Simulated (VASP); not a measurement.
Set up this calculation in VASP 6.6.1, as the native input.

- Task: single point
- Functional: r2SCAN
- Potentials or basis: VASP PAW PBE potentials, release 64 (Na_pv, Cl)
- Cutoff: 520 eV
- k mesh: 8 × 8 × 8
- Occupations: gaussian, width 0.01 eV
- Spin: no spin polarisation
- Dipole correction: no
- Further INCAR settings: ALGO = Normal; EDIFF = 1e-07; NBANDS = 14

NaCl:

```
Na Cl
1.0
     0.00000    2.87813    2.87813
     2.87813    0.00000    2.87813
     2.87813    2.87813    0.00000
Na Cl
1 1
Direct
  0.00000 0.00000 0.00000
  0.50000 0.50000 0.50000
```

This cell differs from its parent crystal: strain +2.7%.

One way to write it, as run:

POSCAR

```
NaCl
1.0
    0.0000000000      2.8781254520      2.8781254520
    2.8781254520      0.0000000000      2.8781254520
    2.8781254520      2.8781254520      0.0000000000
Na Cl
1 1
Direct
    0.0000000000      0.0000000000      0.0000000000
    0.5000000000      0.5000000000      0.5000000000
```

INCAR.step1

```
PREC = Accurate ; ENCUT = 520
ISMEAR = 0 ; SIGMA = 0.01
LREAL = False ; LASPH = True
NELM = 60 ; NBANDS = 14
GGA = PE ; ALGO = Normal
EDIFF = 1E-4 ; LWAVE = True
LCHARG = False
```

INCAR.step2

```
PREC = Accurate ; ENCUT = 520
EDIFF = 1E-7 ; ISMEAR = 0
SIGMA = 0.01 ; LREAL = False
LASPH = True ; NELM = 60
ALGO = Normal ; ISIF = 2
LWAVE = False ; LCHARG = False
METAGGA = R2SCAN ; LMIXTAU = True
NBANDS = 14 ; ISTART = 1
```

KPOINTS

```
regular mesh
0
Gamma
  8 8 8
```

Potentials or basis: VASP PAW PBE potentials, release 64 (Na_pv, Cl).

Launch:

```bash
$ cat potpaw_PBE.64/Na_pv/POTCAR potpaw_PBE.64/Cl/POTCAR > POTCAR
$ cp INCAR.step1 INCAR
$ mpirun -np 1 vasp_std > vasp.out
$ cp INCAR.step2 INCAR
$ mpirun -np 1 vasp_std > vasp.out
```

Results of the run:

```
Pressure               : -2.0 GPa
Band gap on the k mesh : 5.68 eV
```

Caveat: the cell differs from its parent crystal (strain +2.7%); the PAW data sets were made with another functional, which shifts forces and pressure a little.

It took 98 s on 1 thread of Intel Xeon 8259CL, with other jobs on the host, peak memory 0.17 GiB.
